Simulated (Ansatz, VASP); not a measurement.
## Two plane-wave programs on Mn

INCAR

```
SYSTEM = Mn
PREC = Accurate
ENCUT = 520
EDIFF = 1E-6
ISMEAR = -1
SIGMA = 0.1
LREAL = .FALSE.
LASPH = .TRUE.
NELM = 100
ALGO = Normal
ISIF = 2
LWAVE = .FALSE.
LCHARG = .FALSE.
GGA = RE
NBANDS = 20
```

KPOINTS

```
regular mesh
0
G
  16 16 9
  0 0 0
```

File POSCAR:

```
Mn
1.0
    2.4616306435      0.0000000000      0.0000000000
   -1.2308153217      2.1318346720      0.0000000000
    0.0000000000      0.0000000000      3.9794872100
Mn
2
Direct
    0.3333333333      0.6666666667      0.2500000000
    0.6666666667      0.3333333333      0.7500000000
```

Input for Ansatz:

```yaml
crystal:
  lattice:
    - [2.4616306435, 0.0, 0.0]
    - [-1.2308153217, 2.131834672, 0.0]
    - [0.0, 0.0, 3.97948721]
  atoms:
    - { symbol: Mn, position: [0.3333333333, 0.6666666667, 0.25] }
    - { symbol: Mn, position: [0.6666666667, 0.3333333333, 0.75] }
hamiltonian:
  xc: revpbe
  pseudopotentials:
    kind: paw
    azcp:
      Mn: "pseudopotentials/Mn.paw.azcp"
basis:
  ecutwfc: 420
  fft_grid_basis: typed
kpoints:
  mp_grid: { grid: [16, 16, 9], shift: [0, 0, 0] }
magnetization:
  spin_polarized: false
scf:
  occupations: { method: fermi_dirac, width: 0.1 }
  lower_state_search: "off"
output:
  stress: true
```

Alike in both runs: task single point; functional revPBE; k mesh 16 × 16 × 9; occupations fermi-dirac, width 0.1 eV; no spin polarisation.

|  | VASP | Ansatz |
| --- | --- | --- |
| version | VASP 6.6.1 | Ansatz 0.2.0 |
| potentials or method | VASP PAW PBE potentials, release 64 (Mn_pv), cutoff 520 eV | plane waves (420 eV) with PAW, scalar-relativistic |
| valence electrons in the cell | 26 | 30 |

```csv
,VASP,Ansatz,Ansatz less VASP
pressure (GPa),12.0,12.0,-0.01
"traceless stress, the component that is largest in VASP (GPa)",-0.05,0.03,+0.081
```

VASP's potentials were made for PBE, not for revPBE. The functional is the same, so the differences come from potentials, cutoffs and numerics. VASP's potentials hold 26 valence electrons a cell and Ansatz's 30, so a difference there can come from the potentials and not from the codes.
